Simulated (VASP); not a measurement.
# K in VASP: a series of runs

The runs below take K through electric field gradients, with PBEsol.

Everything below comes from runs of VASP 6.6.1. Logs are shortened: lines on timing, memory, paths and dates and some standing lists are left out, and cuts for length are marked.

## Step 1: The cell of the first run

The structure is tetragonal, space group I4/mmm (No. 139). Conventional cell: a = 5.131 Å, b = 5.131 Å, c = 5.236 Å, α = 90.00°, β = 90.00°, γ = 90.00°. Within 5.9 Å of K (site symmetry 4/mmm) lie 14 K at 4.47 to 5.24 Å.

## Step 2: Electric field gradients, PBEsol (equal xx and yy strain of -2 %)

Contents of INCAR:

```
SYSTEM = K
  ALGO = Normal
  EDIFF = 1E-8
  ENCUT = 520
  GGA = PS
  ISIF = 2
  ISMEAR = -1
  LASPH = .True.
  LCHARG = .False.
  LEFG = .True.
  LREAL = .False.
  LWAVE = .False.
  NBANDS = 10
  NELM = 60
  PREC = Accurate
  SIGMA = 0.08
```

Contents of KPOINTS:

```
k-points
0
Gamma
  10 10 10
  0 0 0
```

Contents of POSCAR:

```
K
1.0
   -2.5656400000      2.5656400000      2.6180000000
    2.5656400000     -2.5656400000      2.6180000000
    2.5656400000      2.5656400000     -2.6180000000
K
1
Direct
    0.0000000000      0.0000000000      0.0000000000
```

Potentials or basis: VASP PAW PBE potentials, release 64 (K_sv).

Started as:

```
> cat potpaw_PBE.64/K_sv/POTCAR > POTCAR
> mpirun -np 1 vasp_std > vasp.out
```

OUTCAR:

```text
SYSTEM = K
   EDIFF = 1E-8
   ENCUT = 520
   GGA = PS
   ISIF = 2
   ISMEAR = -1
   LASPH = .True.
   LREAL = .False.
   NELM = 60
   PREC = Accurate

 ion  position               nearest neighbor table
   1  0.000  0.000  0.000-

  LATTYP: Found a body centered tetragonal cell.
 ALAT       =     5.1312800000
 C/A-ratio  =     1.0204081633

  Lattice vectors:

 A1 = (  -2.5656400000,   2.5656400000,   2.6180000000)
 A2 = (   2.5656400000,  -2.5656400000,   2.6180000000)
 A3 = (   2.5656400000,   2.5656400000,  -2.6180000000)

Analysis of symmetry for initial positions (statically):
=====================================================================
 Subroutine PRICEL returns:
 Original cell was already a primitive cell.

 Routine SETGRP: Setting up the symmetry group for a
 body centered tetragonal supercell.

 Subroutine GETGRP returns: Found 16 space group operations
 (whereof 16 operations were pure point group operations)
 out of a pool of 16 trial point group operations.

The static configuration has the point symmetry D_4h.

Analysis of symmetry for dynamics (positions and initial velocities):
=====================================================================
 Subroutine PRICEL returns:
 Original cell was already a primitive cell.

 Routine SETGRP: Setting up the symmetry group for a
 body centered tetragonal supercell.

 Subroutine GETGRP returns: Found 16 space group operations
 (whereof 16 operations were pure point group operations)
 out of a pool of 16 trial point group operations.

The dynamic configuration has the point symmetry D_4h.

 Subroutine INISYM returns: Found 16 space group operations
 (whereof 16 operations are pure point group operations),
 and found     1 'primitive' translations

----------------------------------------------------------------------------------------

                                     Primitive cell

  volume of cell :      68.9320

  direct lattice vectors                    reciprocal lattice vectors
    -2.565640000  2.565640000  2.618000000     0.000000000  0.194883148  0.190985485
     2.565640000 -2.565640000  2.618000000     0.194883148  0.000000000  0.190985485
     2.565640000  2.565640000 -2.618000000     0.194883148  0.194883148  0.000000000

  length of vectors
     4.474253147  4.474253147  4.474253147     0.272864246  0.272864246  0.275606391

  position of ions in fractional coordinates (direct lattice)
     0.000000000  0.000000000  0.000000000

  ion indices of the primitive-cell ions
   primitive index   ion index
                 1           1

----------------------------------------------------------------------------------------

 KPOINTS: k-points

Automatic generation of k-mesh.
 Grid dimensions read from file:
 generate k-points for:   10   10   10

 Generating k-lattice:

  Cartesian coordinates                     Fractional coordinates (reciprocal lattice)
     0.000000000  0.019488315  0.019098549     0.100000000  0.000000000  0.000000000
     0.019488315  0.000000000  0.019098549     0.000000000  0.100000000  0.000000000
     0.019488315  0.019488315  0.000000000     0.000000000  0.000000000  0.100000000

  Length of vectors
     0.027286425  0.027286425  0.027560639

  Shift w.r.t. Gamma in fractional coordinates (k-lattice)
     0.000000000  0.000000000  0.000000000

 Subroutine IBZKPT returns following result:
 ===========================================

 Found    102 irreducible k-points:

 Following reciprocal coordinates:
            Coordinates               Weight
  0.000000  0.000000  0.000000      1.000000
  0.100000 -0.000000  0.000000      8.000000
  0.200000 -0.000000  0.000000      8.000000
  0.300000  0.000000  0.000000      8.000000
  0.400000 -0.000000  0.000000      8.000000
  0.500000 -0.000000  0.000000      4.000000
[... 16 lines left out ...]
  0.300000  0.300000  0.000000      8.000000
  0.400000  0.300000  0.000000     16.000000
 [... further k-points ...]
   k-points           NKPTS =    102   k-points in BZ     NKDIM =    102   number of bands    NBANDS=     10
   number of dos      NEDOS =    301   number of ions     NIONS =      1
   total plane-waves  NPLWV =  46656
   dimension x,y,z NGX =    36 NGY =   36 NGZ =   36
   dimension x,y,z NGXF=    72 NGYF=   72 NGZF=   72
   ions per type =               1
   NGX,Y,Z   is equivalent  to a cutoff of  13.38, 13.38, 13.38 a.u.
   NGXF,Y,Z  is equivalent  to a cutoff of  26.75, 26.75, 26.75 a.u.
 SYSTEM =  K
   PREC   = accura    normal or accurate (medium, high low for compatibility)
   ISTART =      0    job   : 0-new  1-cont  2-samecut
   ICHARG =      2    charge: 1-file 2-atom 10-const
   ISPIN  =      1    spin polarized calculation?
   LNONCOLLINEAR =      F non collinear calculations
   LSORBIT =      F    spin-orbit coupling
   LASPH  =      T    aspherical Exc in radial PAW
   ENCUT  =  520.0 eV  38.22 Ry    6.18 a.u.   8.32  8.32  8.32*2*pi/ulx,y,z
   NELM   =     60;   NELMIN=  2; NELMDL= -5     # of ELM steps
   EDIFF  = 0.1E-07   stopping-criterion for ELM
   LREAL  =      F    real-space projection
   EDIFFG = 0.1E-06   stopping-criterion for IOM
   NSW    =      0    number of steps for IOM
   IBRION =     -1    ionic relax: 0-MD 1-quasi-New 2-CG
   NFREE  =      0    steps in history (QN), initial steepest desc. (CG)
   ISIF   =      2    stress and relaxation
   ISYM   =      2    0-nonsym 1-usesym 2-fastsym
   POTIM  = 0.5000    time-step for ionic-motion
   TEBEG  =    0.0;   TEEND  =   0.0 temperature during run
   PSTRESS=    0.0 pullay stress
   NELECT =       9.0000    total number of electrons
   NUPDOWN=      -1.0000    fix difference up-down
   EMIN   =  10.00;   EMAX   =-10.00  energy-range for DOS
   EFERMI =   0.00;   METHOD = LEGACY
   ISMEAR =    -1;   SIGMA  =   0.08  broadening in eV -4-tet -1-fermi 0-gaus
   EFERMI_NEDOS =   21; number of points for ismear=-14 and -15
   IALGO  =     38    algorithm
   IMIX   =      4    mixing-type and parameters
     AMIX     =   0.40;   BMIX     =  1.00
     AMIX_MAG =   1.60;   BMIX_MAG =  1.00
  volume/ion in A,a.u.               =      68.93       465.18
  Fermi-wavevector in a.u.,A,eV,Ry     =   0.830517  1.569450  9.384739  0.689759
  Thomas-Fermi vector in A             =   1.943248
   LORBIT       =      0    0 simple, 1 ext, 2 COOP (PROOUT), +10 PAW based schemes
   GGA     = PS    functional components
   LHFCALC =     F    Hartree Fock is set to
   AEXX    =    0.0000 exact exchange contribution
   IVDW    =     0    specifies the selected vdW correction
   LEPSILON=     F    determine dielectric tensor
   LRPA    =     F    only Hartree local field effects (RPA)
 non-spin polarized calculation
  energy-cutoff  :      520.00
  volume of cell :       68.93
 maximum number of plane-waves:      1894
 NGX is ok and might be reduce to    36
   NGX = 17   NGY = 17   NGZ = 17

 number of electron       8.9999999 magnetization

 Free energy of the ion-electron system (eV)
  ---------------------------------------------------
  ext. energy  EPLUGINS =         0.00000000
  ---------------------------------------------------
  free energy    TOTEN  =        -1.13921349 eV

  energy without entropy =       -1.12140653  energy(sigma->0) =       -1.13031001

 E-fermi :  -0.0267     XC(G=0):  -5.8604

 val. band max:       -0.0267592488   @ k =   0.5000   0.2000   0.0000
 cond. band min:      -0.0169096350   @ k =  -0.3000   0.4000   0.2000
 fundamental gap:      0.0098496139
 Fermi energy:        -0.0266647621

 k-point     1 :       0.0000    0.0000    0.0000
  band No.  band energies     occupation
      1     -31.9778      2.00000
      2     -15.4826      2.00000
      3     -15.4826      2.00000
      4     -15.4823      2.00000
      5      -2.2768      2.00000
      6       4.3002      0.00000
      7       4.3002      0.00000
      8       4.4033      0.00000
      9       5.2261      0.00000
     10       5.3647      0.00000

 k-point     2 :       0.1000   -0.0000    0.0000
  band No.  band energies     occupation
      1     -31.9772      2.00000
      2     -15.4909      2.00000
      3     -15.4853      2.00000
      4     -15.4824      2.00000
      5      -2.1465      2.00000
      6       4.1021      0.00000
      7       4.1836      0.00000
      8       4.4671      0.00000
      9       5.0488      0.00000
     10       5.3062      0.00000
[... 274 lines left out ...]
 k-point    24 :       0.4000    0.3000    0.0000
  band No.  band energies     occupation
      1     -31.9714      2.00000
      2     -15.5496      2.00000
      3     -15.5325      2.00000
      4     -15.4931      2.00000
      5       0.7675      0.00010
      6       1.4208      0.00000
      7       1.8725      0.00000
      8       4.7542      0.00000
      9       5.3028      0.00000
     10       5.6800      0.00000

 [... further k-points ...]
[... 5 lines left out ...]
  --------------------------------------------------------------------------------------
  -------------------------------------------------------------------------------------
  Total        0.0474082      0.0474082      0.0488110      0.0000000      0.0000000      0.0000000
  in kB        1.1019029      1.1019029      1.1345075      0.0000000      0.0000000      0.0000000
  external PRESSURE =       1.1127711 kB  Pullay stress =       0.0000000 kB

 VOLUME and BASIS-vectors are now :
 -----------------------------------------------------------------------------
  energy-cutoff  :      520.00
  volume of cell :       68.93
      direct lattice vectors                 reciprocal lattice vectors
    -2.565640000  2.565640000  2.618000000     0.000000000  0.194883148  0.190985485
     2.565640000 -2.565640000  2.618000000     0.194883148  0.000000000  0.190985485
     2.565640000  2.565640000 -2.618000000     0.194883148  0.194883148  0.000000000

 POSITION                                       TOTAL-FORCE (eV/Angst)
 -----------------------------------------------------------------------------------
      0.00000      0.00000      0.00000         0.000000      0.000000     -0.000000
 -----------------------------------------------------------------------------------
    total drift:                               -0.000000      0.000000      0.000000

  FREE ENERGIE OF THE ION-ELECTRON SYSTEM (eV)
  ---------------------------------------------------
  free  energy   TOTEN  =        -1.1392134916 eV

  energy  without entropy=       -1.1214065277  energy(sigma->0) =       -1.13031001

 Electric field gradients (V/A^2)
---------------------------------------------------------------------
 ion       V_xx      V_yy      V_zz      V_xy      V_xz      V_yz
---------------------------------------------------------------------
   1       0.045     0.045    -0.090     0.000     0.000     0.000
---------------------------------------------------------------------

 Electric field gradients after diagonalization (V/A^2)
 (convention: |V_zz| > |V_xx| > |V_yy|)
----------------------------------------------------------------------
 ion       V_xx      V_yy      V_zz     asymmetry (V_yy - V_xx)/ V_zz
----------------------------------------------------------------------
   1       0.045     0.045    -0.090       0.004
----------------------------------------------------------------------

           NMR quadrupolar parameters

 Cq : quadrupolar parameter    Cq=e*Q*V_zz/h
 eta: asymmetry parameters     (V_yy - V_xx)/ V_zz
 Q  : nuclear electric quadrupole moment in mb (millibarn)
----------------------------------------------------------------------
 ion       Cq(MHz)       eta       Q (mb)
----------------------------------------------------------------------
   1      -0.000       0.004       1.000
----------------------------------------------------------------------
```

It took 2 min on 1 thread of AMD EPYC 7R13, shared host; peak memory 0.23 GiB.

Results:

| Property | Result |
| --- | --- |
| Free energy | -1.1392 eV |
| Pressure | 0.1 GPa |
| Band gap on the k mesh | zero (an odd number of electrons rules out a gap without spin polarisation) |
| Largest electric field gradient by atom | K -0.09 V/Å² |

Levels at points of the mesh, in eV from the Fermi level:
```tsv
k point	band 2	band 3	band 4	band 5	band 6	band 7	band 8	band 9
(0.00, 0.00, 0.00)	-15.46	-15.46	-15.46	-2.25	4.33	4.33	4.43	5.25
(0.50, 0.00, 0.00)	-15.54	-15.48	-15.46	0.43	0.71	3.23	4.98	5.86
(0.50, 0.50, 0.00)	-15.54	-15.49	-15.46	0.47	0.76	3.11	5.07	5.92
(0.50, 0.50, 0.50)	-15.52	-15.52	-15.52	1.61	1.68	3.49	3.73	3.73
```

Caveat: the cell differs from its parent crystal (equal xx and yy strain of -2 %); without QUAD_EFG the Cq values of the log hold for a quadrupole moment of 1 mb, not for the nuclei; the PAW data sets were made with another functional, which shifts forces and pressure a little.

(Continued in part 2 of 3.)

The gap in the log of VASP goes by the Fermi energy; the results here count the filled bands.